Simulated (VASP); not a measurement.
# Al2O3 in VASP: further runs

Al2O3 is run at these levels: PBE; tasks: single point.

Program: VASP 6.6.1. These are calculated values, not measurements. Logs are shortened: lines on timing, memory, paths and dates and some standing lists are left out, and cuts for length are marked.

## Step 1: The cell of the first run

The cell holds an amorphous packing of atoms, 15 atoms: a = 5.145 Å, b = 5.502 Å, c = 5.292 Å, α = 90.12°, β = 90.88°, γ = 89.28°.

## Step 2: Single point, PBE

File INCAR:

```
SYSTEM = Al2O3
  ALGO = Normal
  EDIFF = 1E-6
  ENCUT = 520
  GGA = PE
  GGA_COMPAT = .FALSE.
  ISIF = 2
  ISMEAR = -1
  ISYM = 0
  LASPH = .TRUE.
  LCHARG = .TRUE.
  LELF = .TRUE.
  LREAL = .FALSE.
  LVHAR = .TRUE.
  LWAVE = .FALSE.
  NBANDS = 49
  NELM = 120
  PREC = Accurate
  SIGMA = 0.2585
```

File KPOINTS:

```
k-points
0
G
  1 1 1
  0 0 0
```

File POSCAR:

```
Al2O3
1.0
    5.1448540000      0.0333890000     -0.0401980000
    0.0333890000      5.5015840000     -0.0056400000
   -0.0401980000     -0.0056400000      5.2914940000
Al O
6 9
Direct
   -0.1752447153      0.8193056662      0.5939181632
    0.3378452764      0.6481898751      0.9004187655
    0.0175097063      0.0154653274      1.0727711455
    0.5082770235      0.2473455914      0.1947534569
   -0.0318656102      0.3877433654      0.7956975740
    0.3304603536      0.7102452333      0.4203107153
    1.1863408492      0.3089464185      1.1420935160
   -0.2229198551      0.0528783031      0.3202757674
    0.6074880774      0.4013611065      0.8769966445
   -0.0666178578      0.0985179913      0.7804434318
    0.4820534315      0.8283554351      0.6858670743
    0.3498124882      0.9221983344      0.1992004453
    0.5378555766      0.5013971784      0.3627933054
    0.9864129837      0.6868298370      0.9117703903
    0.0319712779      0.5687998709      0.4859499439
```

Potentials or basis: VASP PAW PBE potentials, release 64 (Al, O).

Started as:

```console
> cat potpaw_PBE.64/Al/POTCAR potpaw_PBE.64/O/POTCAR > POTCAR
> mpirun -np 1 vasp_gam > vasp.out
```

OUTCAR:

```text
SYSTEM = Al2O3
   EDIFF = 1E-6
   ENCUT = 520
   GGA = PE
   ISIF = 2
   ISMEAR = -1
   ISYM = 0
   LASPH = .TRUE.
   LREAL = .FALSE.
   NELM = 120
   PREC = Accurate

 ion  position               nearest neighbor table
   1  0.825  0.819  0.594-  15 1.83  11 1.84  10 1.91   8 1.95  14 2.00  13 2.59   5 2.70   6 2.76
                             6 2.83   3 2.92   3 3.14   2 3.16   2 3.21
   2  0.338  0.648  0.900-  11 1.69  14 1.82   9 1.93  12 2.18   7 2.41   5 2.45   6 2.56   3 2.75
                             6 2.77   4 2.83   1 3.16   1 3.21
   3  0.018  0.015  0.073-  10 1.66   8 1.82   7 1.88  12 1.89  14 2.00   5 2.53   2 2.75   4 2.91
                             1 2.92   6 2.94   4 2.98   1 3.14
   4  0.508  0.247  0.195-  13 1.66   7 1.71   8 1.85   9 1.96  12 1.98   2 2.83   3 2.91   6 2.95
                             3 2.98   5 3.30   6 3.33
   5  0.968  0.388  0.796-  10 1.61  14 1.76   9 1.91  15 1.95   7 2.18   2 2.45   3 2.53   1 2.70
                             6 3.28   4 3.30
   6  0.330  0.710  0.420-  13 1.59  12 1.66  11 1.73  15 1.77   2 2.56   1 2.76   2 2.77   1 2.83
                             3 2.94   4 2.95   5 3.28   4 3.33
   7  0.186  0.309  0.142-   4 1.71   3 1.88   5 2.18   2 2.41
   8  0.777  0.053  0.320-   3 1.82   4 1.85   1 1.95
   9  0.607  0.401  0.877-   5 1.91   2 1.93   4 1.96
  10  0.933  0.099  0.780-   5 1.61   3 1.66   1 1.91
  11  0.482  0.828  0.686-   2 1.69   6 1.73   1 1.84
  12  0.350  0.922  0.199-   6 1.66   3 1.89   4 1.98   2 2.18
  13  0.538  0.501  0.363-   6 1.59   4 1.66   1 2.59
  14  0.986  0.687  0.912-   5 1.76   2 1.82   1 2.00   3 2.00
  15  0.032  0.569  0.486-   6 1.77   1 1.83   5 1.95

IMPORTANT INFORMATION: All symmetrisations will be switched off!
NOSYMM: (Re-)initialisation of all symmetry stuff for point group C_1.

----------------------------------------------------------------------------------------

                                     Primitive cell

  volume of cell :     149.7600

  direct lattice vectors                    reciprocal lattice vectors
     5.144854000  0.033389000 -0.040198000     0.194388150 -0.001178225  0.001475457
     0.033389000  5.501584000 -0.005640000    -0.001178225  0.181773173  0.000184794
    -0.040198000 -0.005640000  5.291494000     0.001475457  0.000184794  0.188993950

  length of vectors
     5.145119375  5.501688209  5.291649690     0.194397320  0.181777086  0.188999800

  position of ions in fractional coordinates (direct lattice)
     0.824755285  0.819305666  0.593918163
     0.337845276  0.648189875  0.900418765
     0.017509706  0.015465327  0.072771145
     0.508277023  0.247345591  0.194753457
     0.968134390  0.387743365  0.795697574
     0.330460354  0.710245233  0.420310715
     0.186340849  0.308946418  0.142093516
     0.777080145  0.052878303  0.320275767
     0.607488077  0.401361106  0.876996644
     0.933382142  0.098517991  0.780443432
     0.482053431  0.828355435  0.685867074
     0.349812488  0.922198334  0.199200445
     0.537855577  0.501397178  0.362793305
     0.986412984  0.686829837  0.911770390
     0.031971278  0.568799871  0.485949944

  ion indices of the primitive-cell ions
   primitive index   ion index
                 1           1
                 2           2
                 3           3
                 4           4
                 5           5
                 6           6
                 7           7
                 8           8
                 9           9
                10          10
                11          11
                12          12
                13          13
                14          14
                15          15

----------------------------------------------------------------------------------------

 KPOINTS: k-points

Automatic generation of k-mesh.
 Grid dimensions read from file:
 generate k-points for:    1    1    1

 Generating k-lattice:

  Cartesian coordinates                     Fractional coordinates (reciprocal lattice)
     0.194388150 -0.001178225  0.001475457     1.000000000 -0.000000000  0.000000000
    -0.001178225  0.181773173  0.000184794    -0.000000000  1.000000000  0.000000000
     0.001475457  0.000184794  0.188993950     0.000000000  0.000000000  1.000000000

  Length of vectors
     0.194397320  0.181777086  0.188999800

  Shift w.r.t. Gamma in fractional coordinates (k-lattice)
     0.000000000  0.000000000  0.000000000

 Subroutine IBZKPT returns following result:
 ===========================================

 Found      1 irreducible k-points:

 Following reciprocal coordinates:
            Coordinates               Weight
  0.000000  0.000000  0.000000      1.000000
   k-points           NKPTS =      1   k-points in BZ     NKDIM =      1   number of bands    NBANDS=     49
   number of dos      NEDOS =    301   number of ions     NIONS =     15
   total plane-waves  NPLWV =  67200
   dimension x,y,z NGX =    40 NGY =   42 NGZ =   40
   dimension x,y,z NGXF=    80 NGYF=   84 NGZF=   80
   ions per type =               6   9
   NGX,Y,Z   is equivalent  to a cutoff of  12.92, 12.69, 12.57 a.u.
   NGXF,Y,Z  is equivalent  to a cutoff of  25.85, 25.38, 25.13 a.u.
 SYSTEM =  Al2O3
   PREC   = accura    normal or accurate (medium, high low for compatibility)
   ISTART =      0    job   : 0-new  1-cont  2-samecut
   ICHARG =      2    charge: 1-file 2-atom 10-const
   ISPIN  =      1    spin polarized calculation?
   LNONCOLLINEAR =      F non collinear calculations
   LSORBIT =      F    spin-orbit coupling
   LASPH  =      T    aspherical Exc in radial PAW
   ENCUT  =  520.0 eV  38.22 Ry    6.18 a.u.   9.57 10.23  9.84*2*pi/ulx,y,z
   NELM   =    120;   NELMIN=  2; NELMDL= -5     # of ELM steps
   EDIFF  = 0.1E-05   stopping-criterion for ELM
   LREAL  =      F    real-space projection
   EDIFFG = 0.1E-04   stopping-criterion for IOM
   NSW    =      0    number of steps for IOM
   IBRION =     -1    ionic relax: 0-MD 1-quasi-New 2-CG
   NFREE  =      0    steps in history (QN), initial steepest desc. (CG)
   ISIF   =      2    stress and relaxation
   ISYM   =      0    0-nonsym 1-usesym 2-fastsym
   POTIM  = 0.5000    time-step for ionic-motion
   TEBEG  =    0.0;   TEEND  =   0.0 temperature during run
   PSTRESS=    0.0 pullay stress
   NELECT =      72.0000    total number of electrons
   NUPDOWN=      -1.0000    fix difference up-down
   EMIN   =  10.00;   EMAX   =-10.00  energy-range for DOS
   EFERMI =   0.00;   METHOD = LEGACY
   ISMEAR =    -1;   SIGMA  =   0.26  broadening in eV -4-tet -1-fermi 0-gaus
   EFERMI_NEDOS =   21; number of points for ismear=-14 and -15
   IALGO  =     38    algorithm
   IMIX   =      4    mixing-type and parameters
     AMIX     =   0.40;   BMIX     =  1.00
     AMIX_MAG =   1.60;   BMIX_MAG =  1.00
  volume/ion in A,a.u.               =       9.98        67.38
  Fermi-wavevector in a.u.,A,eV,Ry     =   1.282489  2.423553 22.378572  1.644779
  Thomas-Fermi vector in A             =   2.414798
   LORBIT       =      0    0 simple, 1 ext, 2 COOP (PROOUT), +10 PAW based schemes
   GGA     = PE    functional components
   LHFCALC =     F    Hartree Fock is set to
   AEXX    =    0.0000 exact exchange contribution
   IVDW    =     0    specifies the selected vdW correction
   LEPSILON=     F    determine dielectric tensor
   LRPA    =     F    only Hartree local field effects (RPA)
 non-spin polarized calculation
  energy-cutoff  :      520.00
  volume of cell :      149.76
 maximum number of plane-waves:      2013
 NGX is ok and might be reduce to    40
   NGX = 19   NGY = 21   NGZ = 19

 number of electron      71.9999997 magnetization

 Free energy of the ion-electron system (eV)
  ---------------------------------------------------
  ext. energy  EPLUGINS =         0.00000000
  ---------------------------------------------------
  free energy    TOTEN  =      -100.74843839 eV

  energy without entropy =     -100.66794539  energy(sigma->0) =     -100.70819189

 E-fermi :   6.7034     XC(G=0): -10.6109

 val. band max:        5.5507470443   @ k =   0.0000   0.0000   0.0000
 cond. band min:       7.8036061733   @ k =   0.0000   0.0000   0.0000
 fundamental gap:      2.2528591289
 Fermi energy:         6.7033806762

 k-point     1 :       0.0000    0.0000    0.0000
  band No.  band energies     occupation
      1     -14.9712      2.00000
      2     -13.7708      2.00000
      3     -13.4734      2.00000
      4     -13.3699      2.00000
      5     -12.8111      2.00000
      6     -11.9916      2.00000
[... 40 lines left out ...]
     47      14.7252      0.00000
     48      15.3094      0.00000
 [bands above 48 left out]

------------------------ aborting loop because EDIFF is reached ----------------------------------------

  FORCE on cell =-STRESS in cart. coord.  units (eV):
  Direction    XX          YY          ZZ          XY          YZ          ZX
  --------------------------------------------------------------------------------------
  -------------------------------------------------------------------------------------
  Total       14.1830297     25.1111041     21.0849738     -2.1335384      2.9935763      1.4668371
  in kB      151.7343119    268.6461344    225.5733827    -22.8252347     32.0261781     15.6926638
  external PRESSURE =     215.3179430 kB  Pullay stress =       0.0000000 kB

 VOLUME and BASIS-vectors are now :
 -----------------------------------------------------------------------------
  energy-cutoff  :      520.00
  volume of cell :      149.76
      direct lattice vectors                 reciprocal lattice vectors
     5.144854000  0.033389000 -0.040198000     0.194388150 -0.001178225  0.001475457
     0.033389000  5.501584000 -0.005640000    -0.001178225  0.181773173  0.000184794
    -0.040198000 -0.005640000  5.291494000     0.001475457  0.000184794  0.188993950

 POSITION                                       TOTAL-FORCE (eV/Angst)
 -----------------------------------------------------------------------------------
      4.24673      4.53167      3.10494        -1.374572      2.273630     -0.266792
      1.72361      3.57227      4.74732         3.250017     -1.115552      3.431324
      0.08768      0.08526      0.38428         0.794029     -0.229344      3.735523
      2.61544      1.37667      1.00871         2.164568     -1.660448     -1.040256
      4.96187      2.16104      4.16932        -3.120501      2.575941     -0.144380
      1.70699      3.91614      2.20678        -1.399548     -0.413550      0.808502
      0.96330      1.70512      0.74265        -3.582919      0.894557     -4.143870
      3.98686      0.31505      1.66320         1.171800     -1.429549     -0.373984
      3.10358      2.22346      4.61394        -1.008490     -0.203748      1.311427
      4.77403      0.56877      4.09164         0.463514     -4.017950     -3.175113
      2.48018      4.56949      3.60521         0.661909      1.519502      0.078855
      1.82252      5.08411      1.03481        -2.297653     -0.904411     -3.627216
      2.76935      2.77439      1.89527         2.859951     -0.466333     -0.091520
      5.06123      3.80645      4.78110         1.111532      2.513911      1.500107
      0.16395      3.12763      2.56691         0.306362      0.663344      1.997394
 -----------------------------------------------------------------------------------
    total drift:                               -0.000197     -0.000929     -0.001403

  FREE ENERGIE OF THE ION-ELECTRON SYSTEM (eV)
  ---------------------------------------------------
  free  energy   TOTEN  =      -100.7484383940 eV

  energy  without entropy=     -100.6679453939  energy(sigma->0) =     -100.70819189
```

Run time: 15 s. Hardware: 1 thread of Intel Xeon Platinum 8488C (Sapphire Rapids), shared host; peak memory 0.21 GiB.

What came out:

| Quantity | Value |
| --- | --- |
| Free energy | -100.7484 eV |
| Pressure | 21.5 GPa |
| Largest force | 5.551 eV/Å |
| Band gap on the k mesh | 2.25 eV |

Forces in eV/Å, atoms in the order of the input:
```
Al  -1.375  2.274 -0.267
Al   3.250 -1.116  3.431
Al   0.794 -0.229  3.736
Al   2.165 -1.660 -1.040
Al  -3.121  2.576 -0.144
Al  -1.400 -0.414  0.809
O   -3.583  0.895 -4.144
O    1.172 -1.430 -0.374
O   -1.008 -0.204  1.311
O    0.464 -4.018 -3.175
O    0.662  1.520  0.079
O   -2.298 -0.904 -3.627
O    2.860 -0.466 -0.092
O    1.112  2.514  1.500
O    0.306  0.663  1.997
```

Stress tensor (GPa, compression positive):
```
15.17 -2.28  1.57
-2.28 26.86  3.20
 1.57  3.20 22.56
```

Caveat: the k points lie up to 1.22 Å⁻¹ apart.

[end of part 1 of 3]
